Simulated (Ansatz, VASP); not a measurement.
# One calculation of Ir, two programs

Contents of INCAR:

```
SYSTEM = Ir
PREC     = Accurate       ! precision mode
ENCUT    = 520            ! plane-wave cutoff, eV
EDIFF    = 1E-6           ! SCF threshold, eV
ISMEAR   = -1             ! smearing method
SIGMA    = 0.08           ! smearing width, eV
LREAL    = .False.        ! projectors in reciprocal space
LASPH    = .True.         ! aspherical terms in the spheres
NELM     = 80             ! most SCF steps
ALGO     = Normal         ! electronic algorithm
ISIF     = 2              ! what is computed and relaxed
LWAVE    = .False.        ! write WAVECAR
LCHARG   = .False.        ! write CHGCAR
GGA      = PS             ! functional
NBANDS   = 10             ! bands
```

Contents of KPOINTS:

```
Automatic mesh
0
Gamma
  19 19 19
  0 0 0
```

POSCAR

```
Ir
1.0
    0.0000000000      1.8357452023      1.8357452023
    1.8357452023      0.0000000000      1.8357452023
    1.8357452023      1.8357452023      0.0000000000
Ir
1
Direct
    0.0000000000      0.0000000000      0.0000000000
```

Input for Ansatz:

```yaml
crystal:
  lattice:
    - [0.0, 1.8357452023, 1.8357452023]
    - [1.8357452023, 0.0, 1.8357452023]
    - [1.8357452023, 1.8357452023, 0.0]
  atoms:
    - { symbol: Ir, position: [0.0, 0.0, 0.0] }
kpoints:
  mp_grid: { grid: [19, 19, 19] }
scf:
  occupations: { method: fermi_dirac, width: 0.08 }
hamiltonian:
  xc: pbesol
  pseudopotentials: { kind: all_electron, lapw: { basis_error: 0.001 } }
output:
  forces: true
  stress: true
  eigenvalues: true
  populations: true
```

Change from the starting cell: volume scaled by 0.88, LAPW.

Alike in both runs: task single point; functional PBEsol; k mesh 19 × 19 × 19; occupations fermi-dirac, width 0.08 eV; no spin polarisation.

|  | VASP | Ansatz |
| --- | --- | --- |
| version | VASP 6.6.1 | Ansatz 0.2.0 |
| potentials or method | VASP PAW PBE potentials, release 64 (Ir), cutoff 520 eV | all-electron LAPW, scalar-relativistic |

Ansatz gave:

```
pressure (GPa) : 67.6
```

Problem. Which values does VASP return?

Solution. Pressure (GPa): 70.3.

VASP's potentials were made for PBE, not for PBEsol. Both programs put the cell under a high pressure, so it lies far from rest at this level. Ansatz ran all-electron here, and VASP with PAW potentials.

Neither program's run includes spin-orbit coupling. Noted on VASP's run: the cell as given lies far from equilibrium.
